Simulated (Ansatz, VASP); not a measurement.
**AlCo in VASP and in Ansatz**

```
Al Co
1.0
     2.73560    0.00000    0.00000
    -1.36780    2.36910    0.00000
     0.00000    0.00000    3.79617
Al Co
1 1
Direct
  0.66667 0.33333 0.00000
  0.00000 0.00000 0.50000
```

Alike in both runs: functional PBE; k mesh 24 × 24 × 14; occupations gaussian, width 0.1 eV; collinear spin.

Ansatz relaxed the structure, and its values are those at the end. VASP's run is a single point on that final structure, the one shown.

|  | VASP | Ansatz |
| --- | --- | --- |
| version | VASP 6.6.1 | Ansatz 0.2.0 |
| potentials or method | VASP PAW PBE potentials, release 64 (Al, Co), cutoff 520 eV | scalar-relativistic, plane waves, PAW |
| valence electrons in the cell | 12 | 20 |

|  | VASP | Ansatz | Ansatz less VASP |
| --- | --- | --- | --- |
| gap on the k mesh at the Fermi level (eV) | none | none | - |
| pressure (GPa) | -0.1 | 0.0 | +0.05 |
| net moment per atom (μB) | 0.33 | 0.33 | +0.005 |
| size of the moment on the site where the two differ most (μB) | 0.70 | 0.73 | +0.022 |

Site moments also hang on the region over which each program counts them. A gap of «none» marks a metal or a gap that the smearing closes. With one functional, cell and mesh, what is left measures potentials, basis and numerics. VASP's potentials hold 12 valence electrons a cell and Ansatz's 20, so a difference there can come from the potentials and not from the codes.
